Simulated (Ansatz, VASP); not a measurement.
## BaCdCl4: VASP beside Ansatz

File INCAR:

```
SYSTEM = BaCdCl4
ALGO = Normal ; EDIFF = 1E-7
ENCUT = 520 ; GGA = PE
ISIF = 2 ; ISMEAR = 0
LASPH = .True. ; LCHARG = .False.
LREAL = .False. ; LWAVE = .False.
NBANDS = 62 ; NELM = 80
PREC = Accurate ; SIGMA = 0.1
```

File KPOINTS:

```
k-points
0
Gamma
  2 2 2
  0 0 0
```

The input POSCAR:

```
BaCdCl4
1.0
   -3.4711609404      3.4711609404      4.0138598591
   -3.4711609404     -3.4711609404      4.0138598591
    6.9423218808      0.0000000000      8.0277197183
Ba Cd Cl
2 2 8
Direct
    0.2500000000      0.2500000000      0.2500000000
    0.7500000000      0.7500000000      0.7500000000
    0.5000000000      0.5000000000      0.5000000000
    0.0000000000      1.0000000000      0.0000000000
    0.7853840624      0.1942672128      0.1942672128
    0.2853840624      0.6942672128      0.6942672128
    0.8987087880      0.4898256376      0.4898256376
    0.3987087880      0.9898256376      0.9898256376
    0.3057327872      0.7146159376      0.3057327872
    0.8057327872      0.2146159376      0.8057327872
    0.0101743624      0.6012912120      0.0101743624
    0.5101743624      0.1012912120      0.5101743624
```

Input for Ansatz:

```yaml
crystal:
  lattice:
    - [-3.4711609404, 3.4711609404, 4.0138598591]
    - [-3.4711609404, -3.4711609404, 4.0138598591]
    - [6.9423218808, 0.0, 8.0277197183]
  atoms:
    - { symbol: Ba, position: [0.25, 0.25, 0.25] }
    - { symbol: Ba, position: [0.75, 0.75, 0.75] }
    - { symbol: Cd, position: [0.5, 0.5, 0.5] }
    - { symbol: Cd, position: [0.0, 1.0, 0.0] }
    - { symbol: Cl, position: [0.7853840624, 0.1942672128, 0.1942672128] }
    - { symbol: Cl, position: [0.2853840624, 0.6942672128, 0.6942672128] }
    - { symbol: Cl, position: [0.898708788, 0.4898256376, 0.4898256376] }
    - { symbol: Cl, position: [0.398708788, 0.9898256376, 0.9898256376] }
    - { symbol: Cl, position: [0.3057327872, 0.7146159376, 0.3057327872] }
    - { symbol: Cl, position: [0.8057327872, 0.2146159376, 0.8057327872] }
    - { symbol: Cl, position: [0.0101743624, 0.601291212, 0.0101743624] }
    - { symbol: Cl, position: [0.5101743624, 0.101291212, 0.5101743624] }
basis:
  ecutwfc: 420
kpoints:
  mp_grid: { grid: [2, 2, 2] }
hamiltonian:
  xc: pbe
scf:
  occupations: { method: gaussian, width: 0.1 }
  lower_state_search: "off"
output:
  forces: true
  stress: true
  eigenvalues: true
```

Alike in both runs: task single point; functional PBE; k mesh 2 × 2 × 2; occupations gaussian, width 0.1 eV; no spin polarisation.

|  | VASP | Ansatz |
| --- | --- | --- |
| version | VASP 6.6.1 | Ansatz 0.2.0 |
| potentials or method | VASP PAW PBE potentials, release 64 (Ba_sv, Cd, Cl), cutoff 520 eV | scalar-relativistic, plane waves, PAW |
| valence electrons in the cell | 100 | 116 |

```csv
,VASP,Ansatz,Ansatz less VASP
gap on the k mesh at the Fermi level (eV),3.73,3.71,-0.013
least direct gap on the mesh (eV),3.83,3.81,-0.015
pressure (GPa),0.3,0.0,-0.26
"traceless stress, the component that is largest in VASP (GPa)",0.08,0.01,-0.067
rms of the force components (eV/Å),0.011,0.008,-0.0036
```

Atom by atom the forces differ by 0.013 eV/Å (rms over components). VASP's potentials hold 100 valence electrons a cell and Ansatz's 116, so a difference there can come from the potentials and not from the codes.

The k mesh is coarse, so the values compare programs but aren't converged. Spin-orbit coupling is off throughout.
